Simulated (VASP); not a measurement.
# Si (P6_3/mmc) in VASP: further runs

Si is run at these levels: PBEsol; tasks: single point.

Everything below comes from runs of VASP 6.6.1. Logs are shortened: lines on timing, memory, paths and dates and some standing lists are left out, and cuts for length are marked.

## Step 1: The cell of the first run

It takes space group P6_3/mmc (No. 194, hexagonal). Conventional cell: a = 3.825 Å, b = 3.825 Å, c = 6.325 Å, α = 90.00°, β = 90.00°, γ = 120.00°. Within 3.1 Å of Si (site symmetry 3m) lie 4 Si at 2.35 to 2.37 Å.

This isn't the form of Si at room conditions, which is diamond.

## Step 2: Single point, PBEsol, non-collinear spin, zero start, spin-orbit coupling

Input file INCAR:

```
SYSTEM = Si
PREC = Accurate ; ENCUT = 520
EDIFF = 1E-7 ; ISMEAR = 0
SIGMA = 0.01 ; LREAL = .False.
LASPH = .True. ; NELM = 150
ALGO = Normal ; ISIF = 2
LWAVE = .False. ; LCHARG = .True.
MAGMOM = 0 0 0 0 0 0 0 0 0 0 0 0 ; LORBIT = 11
LSORBIT = .True. ; GGA_COMPAT = .False.
LORBMOM = .True. ; GGA = PS
LVHAR = .True. ; NBANDS = 30
```

Input file KPOINTS:

```
Automatic mesh
0
Gamma
  9 9 6
  0 0 0
```

Input file POSCAR:

```
Si
1.0
    3.8247397559      0.0000000000      0.0000000000
   -1.9123698780      3.3123217915      0.0000000000
    0.0000000000      0.0000000000      6.3247507396
Si
4
Direct
    0.3333333333      0.6666666667      0.0000086252
    0.6666666667      0.3333333333      0.5000086252
    0.3333333333      0.6666666667      0.3739913748
    0.6666666667      0.3333333333      0.8739913748
```

Potentials or basis: VASP PAW PBE potentials, release 64 (Si).

Command:

```console
$ cat potpaw_PBE.64/Si/POTCAR > POTCAR
$ mpirun -np 1 vasp_ncl > vasp.out
```

OUTCAR:

```text
SYSTEM = Si
   PREC = Accurate
   ENCUT = 520
   EDIFF = 1E-7
   ISMEAR = 0
   LREAL = .False.
   LASPH = .True.
   NELM = 150
   ISIF = 2
   LORBIT = 11
   LSORBIT = .True.
   GGA = PS

 ion  position               nearest neighbor table
   1  0.333  0.667  0.000-   4 2.35   4 2.35   4 2.35   3 2.37
   2  0.667  0.333  0.500-   3 2.35   3 2.35   3 2.35   4 2.37
   3  0.333  0.667  0.374-   2 2.35   2 2.35   2 2.35   1 2.37
   4  0.667  0.333  0.874-   1 2.35   1 2.35   1 2.35   2 2.37

  LATTYP: Found a hexagonal cell.
 ALAT       =     3.8247397559
 C/A-ratio  =     1.6536421151

  Lattice vectors:

 A1 = (   3.8247397559,   0.0000000000,   0.0000000000)
 A2 = (  -1.9123698780,   3.3123217915,   0.0000000000)
 A3 = (   0.0000000000,   0.0000000000,   6.3247507396)

Analysis of symmetry for initial positions (statically):
=====================================================================
 Subroutine PRICEL returns:
 Original cell was already a primitive cell.

 Routine SETGRP: Setting up the symmetry group for a
 hexagonal supercell.

 Subroutine GETGRP returns: Found 24 space group operations
 (whereof  6 operations were pure point group operations)
 out of a pool of 24 trial point group operations.

The static configuration has the point symmetry C_3v.
 The point group associated with its full space group is D_6h.

Analysis of symmetry for dynamics (positions and initial velocities):
=====================================================================
 Subroutine PRICEL returns:
 Original cell was already a primitive cell.

 Routine SETGRP: Setting up the symmetry group for a
 hexagonal supercell.

 Subroutine GETGRP returns: Found 24 space group operations
 (whereof  6 operations were pure point group operations)
 out of a pool of 24 trial point group operations.

The dynamic configuration has the point symmetry C_3v.
 The point group associated with its full space group is D_6h.

Analysis of structural, dynamic, and magnetic symmetry:
=====================================================================
 Subroutine PRICEL returns:
 Original cell was already a primitive cell.

 Routine SETGRP: Setting up the symmetry group for a
 hexagonal supercell.

 Subroutine GETGRP returns: Found 24 space group operations
 (whereof  6 operations were pure point group operations)
 out of a pool of 24 trial point group operations.

The overall configuration has the point symmetry C_3v.
 The point group associated with its full space group is D_6h.

 Subroutine INISYM returns: Found 24 space group operations
 (whereof  6 operations are pure point group operations),
 and found     1 'primitive' translations

----------------------------------------------------------------------------------------

                                     Primitive cell

  volume of cell :      80.1268

  direct lattice vectors                    reciprocal lattice vectors
     3.824739756  0.000000000  0.000000000     0.261455697  0.150951517  0.000000000
    -1.912369878  3.312321792  0.000000000     0.000000000  0.301903034  0.000000000
     0.000000000  0.000000000  6.324750740     0.000000000  0.000000000  0.158108998

  length of vectors
     3.824739756  3.824739756  6.324750740     0.301903034  0.301903034  0.158108998

  position of ions in fractional coordinates (direct lattice)
     0.333333333  0.666666667  0.000008625
     0.666666667  0.333333333  0.500008625
     0.333333333  0.666666667  0.373991375
     0.666666667  0.333333333  0.873991375

  ion indices of the primitive-cell ions
   primitive index   ion index
                 1           1
                 2           2
                 3           3
                 4           4

----------------------------------------------------------------------------------------

 KPOINTS: Automatic mesh

Automatic generation of k-mesh.
 Grid dimensions read from file:
 generate k-points for:    9    9    6

[... 107 lines left out ...]

 Free energy of the ion-electron system (eV)
  ---------------------------------------------------
  ext. energy  EPLUGINS =         0.00000000
  ---------------------------------------------------
  free energy    TOTEN  =       -22.94725696 eV

  energy without entropy =      -22.94725696  energy(sigma->0) =      -22.94725696

 E-fermi :   6.1122     XC(G=0):  -9.5463

 val. band max:        6.0625946963   @ k =   0.0000   0.0000   0.0000
 cond. band min:       6.3743092091   @ k =   0.4444   0.0000   0.0000
 fundamental gap:      0.3117145129
 Fermi energy:         6.1121591387

 k-point     1 :       0.0000    0.0000    0.0000
  band No.  band energies     occupation
      1      -6.2165      1.00000
      2      -6.2165      1.00000
      3      -3.9067      1.00000
      4      -3.9067      1.00000
      5      -1.2452      1.00000
      6      -1.2452      1.00000
[... 733 lines left out ...]
     27      11.8396      0.00000
     28      11.8396      0.00000

 [... further k-points ...]

 [bands above 28 left out]

------------------------ aborting loop because EDIFF is reached ----------------------------------------

  FORCE on cell =-STRESS in cart. coord.  units (eV):
  Direction    XX          YY          ZZ          XY          YZ          ZX
  --------------------------------------------------------------------------------------
  -------------------------------------------------------------------------------------
  Total        0.0613055      0.0613055      0.0448589     -0.0000000      0.0000000      0.0000000
  in kB        1.2258347      1.2258347      0.8969764     -0.0000000      0.0000000      0.0000000
  external PRESSURE =       1.1162152 kB  Pullay stress =       0.0000000 kB

 VOLUME and BASIS-vectors are now :
 -----------------------------------------------------------------------------
  energy-cutoff  :      520.00
  volume of cell :       80.13
      direct lattice vectors                 reciprocal lattice vectors
     3.824739756  0.000000000  0.000000000     0.261455697  0.150951517  0.000000000
    -1.912369878  3.312321792  0.000000000     0.000000000  0.301903034  0.000000000
     0.000000000  0.000000000  6.324750740     0.000000000  0.000000000  0.158108998

 POSITION                                       TOTAL-FORCE (eV/Angst)
 -----------------------------------------------------------------------------------
     -0.00000      2.20821      0.00005        -0.000000      0.000000      0.000003
      1.91237      1.10411      3.16243         0.000000     -0.000000      0.000003
     -0.00000      2.20821      2.36540        -0.000000      0.000000     -0.000003
      1.91237      1.10411      5.52778         0.000000     -0.000000     -0.000003
 -----------------------------------------------------------------------------------
    total drift:                               -0.000000      0.000000      0.000000

  FREE ENERGIE OF THE ION-ELECTRON SYSTEM (eV)
  ---------------------------------------------------
  free  energy   TOTEN  =       -22.9472569592 eV

  energy  without entropy=      -22.9472569592  energy(sigma->0) =      -22.94725696

 orbital moment (x)

 # of ion     p       tot
 --------------------------------
  1         0.000   0.000
  2        -0.000  -0.000
  3        -0.000  -0.000
  4         0.000   0.000
 --------------------------------
           -0.000  -0.000

 orbital moment (y)

 # of ion     p       tot
 --------------------------------
  1         0.000   0.000
  2        -0.000  -0.000
  3        -0.000  -0.000
  4         0.000   0.000
 --------------------------------
            0.000   0.000

 orbital moment (z)

 # of ion     p       tot
 --------------------------------
  1        -0.000  -0.000
  2         0.000   0.000
  3         0.000   0.000
  4         0.000   0.000
 --------------------------------
            0.000   0.000

 Spin-Orbit-Coupling matrix elements

 Ion:    1  E_soc:     -0.0003244
 l=   1
     0.0000000    -0.0000541    -0.0000541
    -0.0000541     0.0000000    -0.0000541
    -0.0000541    -0.0000541     0.0000000
 l=   2
     0.0000000     0.0000000     0.0000000     0.0000000     0.0000000
     0.0000000     0.0000000     0.0000000     0.0000000     0.0000000
     0.0000000     0.0000000     0.0000000     0.0000000     0.0000000
     0.0000000     0.0000000     0.0000000     0.0000000     0.0000000
     0.0000000     0.0000000     0.0000000     0.0000000     0.0000000
 l=   3
     0.0000000     0.0000000     0.0000000     0.0000000     0.0000000     0.0000000     0.0000000
     0.0000000     0.0000000     0.0000000     0.0000000     0.0000000     0.0000000     0.0000000
     0.0000000     0.0000000     0.0000000     0.0000000     0.0000000     0.0000000     0.0000000
     0.0000000     0.0000000     0.0000000     0.0000000     0.0000000     0.0000000     0.0000000
[... 49 lines left out ...]
 l=   2
     0.0000000     0.0000000     0.0000000     0.0000000     0.0000000
     0.0000000     0.0000000     0.0000000     0.0000000     0.0000000
     0.0000000     0.0000000     0.0000000     0.0000000     0.0000000
     0.0000000     0.0000000     0.0000000     0.0000000     0.0000000
     0.0000000     0.0000000     0.0000000     0.0000000     0.0000000
 l=   3
     0.0000000     0.0000000     0.0000000     0.0000000     0.0000000     0.0000000     0.0000000
     0.0000000     0.0000000     0.0000000     0.0000000     0.0000000     0.0000000     0.0000000
     0.0000000     0.0000000     0.0000000     0.0000000     0.0000000     0.0000000     0.0000000
     0.0000000     0.0000000     0.0000000     0.0000000     0.0000000     0.0000000     0.0000000
     0.0000000     0.0000000     0.0000000     0.0000000     0.0000000     0.0000000     0.0000000
     0.0000000     0.0000000     0.0000000     0.0000000     0.0000000     0.0000000     0.0000000
     0.0000000     0.0000000     0.0000000     0.0000000     0.0000000     0.0000000     0.0000000

 total charge

# of ion       s       p       d       tot
------------------------------------------
    1        0.751   0.938   0.000   1.690
    2        0.751   0.938   0.000   1.690
    3        0.751   0.938   0.000   1.690
    4        0.751   0.938   0.000   1.690
--------------------------------------------------
tot          3.006   3.753   0.000   6.758

 magnetization (x)

# of ion       s       p       d       tot
------------------------------------------
    1       -0.000   0.000   0.000  -0.000
    2        0.000  -0.000   0.000   0.000
    3       -0.000  -0.000   0.000  -0.000
    4        0.000   0.000   0.000   0.000
--------------------------------------------------
tot          0.000  -0.000   0.000  -0.000

 magnetization (y)

# of ion       s       p       d       tot
------------------------------------------
    1       -0.000   0.000   0.000  -0.000
    2       -0.000   0.000   0.000  -0.000
    3        0.000   0.000   0.000   0.000
    4       -0.000   0.000   0.000  -0.000
--------------------------------------------------
tot         -0.000   0.000   0.000  -0.000

 magnetization (z)

# of ion       s       p       d       tot
------------------------------------------
    1        0.000   0.000   0.000   0.000
    2       -0.000   0.000   0.000   0.000
    3        0.000  -0.000   0.000  -0.000
    4       -0.000  -0.000   0.000  -0.000
--------------------------------------------------
tot         -0.000   0.000   0.000  -0.000
```

Run time: 2.3 min. Hardware: 1 thread of Intel Xeon Platinum 8488C (Sapphire Rapids), shared host; peak memory 0.4 GiB.

What came out:

```
Free energy                                           : -22.9473 eV
Pressure                                              : 0.1 GPa
Net moment                                            : 0.00 μB per cell
Valence electrons inside the program's atomic spheres : Si 1.69
```

Moments on the atoms (μB; x, y, z):
```
Si  0.00 0.00 0.00
Si  0.00 0.00 0.00
Si  0.00 0.00 0.00
Si  0.00 0.00 0.00
```

Caveat: the PAW data sets were made with another functional, which shifts forces and pressure a little.

## Step 3: Single point, PBEsol, non-collinear spin, zero start, spin-orbit coupling

Input file INCAR:

```
PREC = Accurate ; ENCUT = 520
EDIFF = 1E-7 ; ISMEAR = 0
SIGMA = 0.01 ; LREAL = F
LASPH = T ; NELM = 150
ALGO = Normal ; ISIF = 2
LWAVE = F ; LCHARG = F
MAGMOM = 0 0 0 0 0 0 0 0 0 0 0 0 ; LORBIT = 11
LSORBIT = T ; GGA_COMPAT = F
LORBMOM = T ; GGA = PS
NBANDS = 30
```

Input file KPOINTS:

```
Automatic mesh
0
Gamma
  9 9 6
```

POSCAR is that of step 2.

Potentials or basis: VASP PAW PBE potentials, release 64 (Si).

Command:

```console
$ cat potpaw_PBE.64/Si/POTCAR > POTCAR
$ mpirun -np 1 vasp_ncl > vasp.out
```

OUTCAR:

```text
PREC = Accurate
   ENCUT = 520
   EDIFF = 1E-7
   ISMEAR = 0
   LREAL = F
   LASPH = T
   NELM = 150
   ISIF = 2
   LORBIT = 11
   LSORBIT = T
   GGA = PS

 ion  position               nearest neighbor table
   1  0.333  0.667  0.000-   4 2.35   4 2.35   4 2.35   3 2.37
   2  0.667  0.333  0.500-   3 2.35   3 2.35   3 2.35   4 2.37
   3  0.333  0.667  0.374-   2 2.35   2 2.35   2 2.35   1 2.37
   4  0.667  0.333  0.874-   1 2.35   1 2.35   1 2.35   2 2.37

  LATTYP: Found a hexagonal cell.
 ALAT       =     3.8247397559
 C/A-ratio  =     1.6536421151

  Lattice vectors:

 A1 = (   3.8247397559,   0.0000000000,   0.0000000000)
 A2 = (  -1.9123698780,   3.3123217915,   0.0000000000)
 A3 = (   0.0000000000,   0.0000000000,   6.3247507396)

Analysis of symmetry for initial positions (statically):
=====================================================================
 Subroutine PRICEL returns:
 Original cell was already a primitive cell.

 Routine SETGRP: Setting up the symmetry group for a
 hexagonal supercell.

 Subroutine GETGRP returns: Found 24 space group operations
 (whereof  6 operations were pure point group operations)
 out of a pool of 24 trial point group operations.
[... 1026 lines left out ...]
     0.0000000     0.0000000     0.0000000     0.0000000     0.0000000     0.0000000     0.0000000
     0.0000000     0.0000000     0.0000000     0.0000000     0.0000000     0.0000000     0.0000000
     0.0000000     0.0000000     0.0000000     0.0000000     0.0000000     0.0000000     0.0000000
[... 49 lines left out ...]
 l=   2
     0.0000000     0.0000000     0.0000000     0.0000000     0.0000000
     0.0000000     0.0000000     0.0000000     0.0000000     0.0000000
     0.0000000     0.0000000     0.0000000     0.0000000     0.0000000
     0.0000000     0.0000000     0.0000000     0.0000000     0.0000000
     0.0000000     0.0000000     0.0000000     0.0000000     0.0000000
 l=   3
     0.0000000     0.0000000     0.0000000     0.0000000     0.0000000     0.0000000     0.0000000
     0.0000000     0.0000000     0.0000000     0.0000000     0.0000000     0.0000000     0.0000000
     0.0000000     0.0000000     0.0000000     0.0000000     0.0000000     0.0000000     0.0000000
     0.0000000     0.0000000     0.0000000     0.0000000     0.0000000     0.0000000     0.0000000
     0.0000000     0.0000000     0.0000000     0.0000000     0.0000000     0.0000000     0.0000000
     0.0000000     0.0000000     0.0000000     0.0000000     0.0000000     0.0000000     0.0000000
     0.0000000     0.0000000     0.0000000     0.0000000     0.0000000     0.0000000     0.0000000

 total charge

# of ion       s       p       d       tot
------------------------------------------
    1        0.751   0.938   0.000   1.690
    2        0.751   0.938   0.000   1.690
    3        0.751   0.938   0.000   1.690
    4        0.751   0.938   0.000   1.690
--------------------------------------------------
tot          3.006   3.753   0.000   6.758

 magnetization (x)

# of ion       s       p       d       tot
------------------------------------------
    1       -0.000   0.000   0.000  -0.000
    2        0.000  -0.000   0.000   0.000
    3       -0.000  -0.000   0.000  -0.000
    4        0.000   0.000   0.000   0.000
--------------------------------------------------
tot          0.000  -0.000   0.000  -0.000

 magnetization (y)

# of ion       s       p       d       tot
------------------------------------------
    1       -0.000   0.000   0.000  -0.000
    2       -0.000   0.000   0.000  -0.000
    3        0.000   0.000   0.000   0.000
    4       -0.000   0.000   0.000  -0.000
--------------------------------------------------
tot         -0.000   0.000   0.000  -0.000

 magnetization (z)

# of ion       s       p       d       tot
------------------------------------------
    1        0.000   0.000   0.000   0.000
    2       -0.000   0.000   0.000   0.000
    3        0.000  -0.000   0.000  -0.000
    4       -0.000  -0.000   0.000  -0.000
--------------------------------------------------
tot         -0.000   0.000   0.000  -0.000
```

stdout:

```text
POSCAR found type information on POSCAR Si
 POSCAR found :  1 types and       4 ions
 scaLAPACK will be used
 -----------------------------------------------------------------------------
|                                                                             |
|                                                                             |
|     You enforced a specific xc type in the INCAR file but a different       |
|     I HOPE YOU KNOW WHAT YOU ARE DOING!                                     |
|                                                                             |
 -----------------------------------------------------------------------------

 LDA part: xc-table for (Slater+PW92), standard interpolation
 POSCAR, INCAR and KPOINTS ok, starting setup
 FFT: planning ... GRIDC
 FFT: planning ... GRID_SOFT
 FFT: planning ... GRID
 WAVECAR not read
 entering main loop
```

Wall time 2.2 min (1 thread of Intel Xeon Platinum 8488C (Sapphire Rapids), shared host); peak memory 0.4 GiB.

What came out:

```yaml
Free_energy: -22.9473 eV
Pressure: 0.1 GPa
Net_moment: 0.00 μB per cell
Valence_electrons_inside_the_program's_atomic_spheres: Si 1.69
```

Moments on the atoms (μB; x, y, z):
```
Si  0.00 0.00 0.00
Si  0.00 0.00 0.00
Si  0.00 0.00 0.00
Si  0.00 0.00 0.00
```

Caveat: the PAW data sets were made with another functional, which shifts forces and pressure a little.
